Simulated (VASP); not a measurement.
The system is AlNi3.

```
Ni Al
1.0
     3.52305    0.00000    0.00000
     0.00000    3.52305    0.00000
     0.00000    0.00000    3.52305
Ni Al
3 1
Direct
  0.50000 0.50000 0.00000
  0.50000 0.00000 0.50000
  0.00000 0.50000 0.50000
  0.00000 0.00000 0.00000
```

| Property | Result |
| --- | --- |
| Program | VASP 6.6.1 |
| Task | relaxation of cell and atoms |
| Functional | RPBE |
| Potentials or basis | VASP PAW PBE potentials, release 64 (Ni, Al) |
| Cutoff | 600 eV |
| k mesh | 6 × 6 × 6 |
| Occupations | fermi-dirac, width 0.05 eV |
| Spin | collinear spin, ferromagnetic start |
| Starting moments | [1.0, 1.0, 1.0, 0.0] μB |

At the start: pressure 12.4 GPa; volume 10.93 Å³/atom.

Q: Where does the relaxation end?

A: Over 3 steps the energy falls by 25.9 meV/atom and the volume is 11.66 Å³/atom (+6.6 %); space group Pm-3m (No. 221, to 0.1 Å) before and after; moment 0.73 μB per cell.

The path:
```
step  energy change (eV)  largest force (eV/Å)  pressure (GPa)  volume (Å³)
   1              0.0000                0.0000           12.38        43.73
   2             -0.0320                0.0000           -8.16        49.30
   3             -0.1038                0.0000           -0.03        46.62
```

Final structure:
```
CELL_PARAMETERS angstrom
3.59915 0.00000 0.00000
0.00000 3.59915 0.00000
0.00000 0.00000 3.59915
ATOMIC_POSITIONS crystal
Ni 0.50000 0.50000 0.00000
Ni 0.50000 0.00000 0.50000
Ni 0.00000 0.50000 0.50000
Al 0.00000 0.00000 0.00000
```

Caveat: the PAW data sets were made with another functional, which shifts forces and pressure a little.
